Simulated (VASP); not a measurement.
A run of VASP 6.6.1:

File INCAR:

```
PREC = Accurate ; ENCUT = 520
EDIFF = 1E-6 ; ISMEAR = -1
SIGMA = 0.02 ; LREAL = F
LASPH = T ; NELM = 60
ALGO = Normal ; ISIF = 2
LWAVE = F ; LCHARG = F
GGA = PE ; IBRION = 2
NSW = 80 ; EDIFFG = -0.02
```

KPOINTS

```
regular mesh
0
Gamma
  13 13 13
```

Contents of POSCAR:

```
InP
1.0
    0.0000000000      2.9537833478      2.9537833478
    2.9537833478      0.0000000000      2.9537833478
    2.9537833478      2.9537833478      0.0000000000
In P
1 1
Direct
    0.0000000000      0.0000000000      0.0000000000
    0.2500000000      0.2500000000      0.2500000000
```

Potentials or basis: VASP PAW PBE potentials, release 64 (In_d, P).

Run with:

```console
$ cat potpaw_PBE.64/In_d/POTCAR potpaw_PBE.64/P/POTCAR > POTCAR
$ mpirun -np 1 vasp_std > vasp.out
```

Hardware: 1 thread of Intel(R) Xeon(R) Platinum 8488C (Sapphire Rapids) (shared host).

Question: Estimate the wall time of this run.

Answer: Run time: 43 s on 1 thread of Intel(R) Xeon(R) Platinum 8488C (Sapphire Rapids) (shared host), peak memory 0.2 GiB. Counts: scf iterations 13, k points 84, ion steps 1.
